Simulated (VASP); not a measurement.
Set up this calculation in VASP 6.6.1, as the native input.

* Task: single point
* Functional: PBEsol
* Potentials or basis: VASP PAW PBE potentials, release 64 (Sn_d, Pb_d, Se)
* Cutoff: 520 eV
* k mesh: 4 × 4 × 4
* Occupations: gaussian, width 0.1 eV
* Spin: no spin polarisation
* Dipole correction: no
* Further INCAR settings: ALGO = Normal; EDIFF = 1e-07; NBANDS = 50

The structure of SnPb3Se4 lies in POSCAR:

```
SnPb3Se4
1.0
    6.0959750000      0.0000000000      0.0000000000
    0.0000000000     -6.0959750000      0.0000000000
    0.0000000000      0.0000000000     -6.0959750000
Sn Pb Se
1 3 4
Direct
    0.0000000000      0.5000000000      0.5000000000
    0.5000000000      0.0000000000      0.5000000000
    0.5000000000      0.5000000000      0.0000000000
    0.0000000000      0.0000000000      0.0000000000
    0.5000000000      0.0000000000      0.0000000000
    0.0000000000      0.5000000000      0.0000000000
    0.0000000000      0.0000000000      0.5000000000
    0.5000000000      0.5000000000      0.5000000000
```

The input as run:

INCAR

```
PREC = Accurate ; ENCUT = 520
EDIFF = 1E-7 ; ISMEAR = 0
SIGMA = 0.1 ; LREAL = F
LASPH = T ; NELM = 60
ALGO = Normal ; ISIF = 2
LWAVE = F ; LCHARG = F
GGA = PS ; NBANDS = 50
```

KPOINTS

```
regular mesh
0
Gamma
  4 4 4
```

Potentials or basis: VASP PAW PBE potentials, release 64 (Sn_d, Pb_d, Se).

Run with:

```console
$ cat potpaw_PBE.64/Sn_d/POTCAR potpaw_PBE.64/Pb_d/POTCAR potpaw_PBE.64/Se/POTCAR > POTCAR
$ mpirun -np 1 vasp_std > vasp.out
```

It gave:

```json
{
  "Pressure": "-0.7 GPa",
  "Band gap on the k mesh": "zero (filled and empty bands touch)"
}
```

Caveat: semilocal functionals underestimate gaps, and a narrow one can read as zero; the PAW data sets were made with another functional, which shifts forces and pressure a little; spin-orbit coupling is left out, which moves the levels of the heavy elements.

Run time: 82 s on 1 thread of Intel(R) Xeon(R) 6975P-C (Granite Rapids) (shared host), peak memory 0.36 GiB.
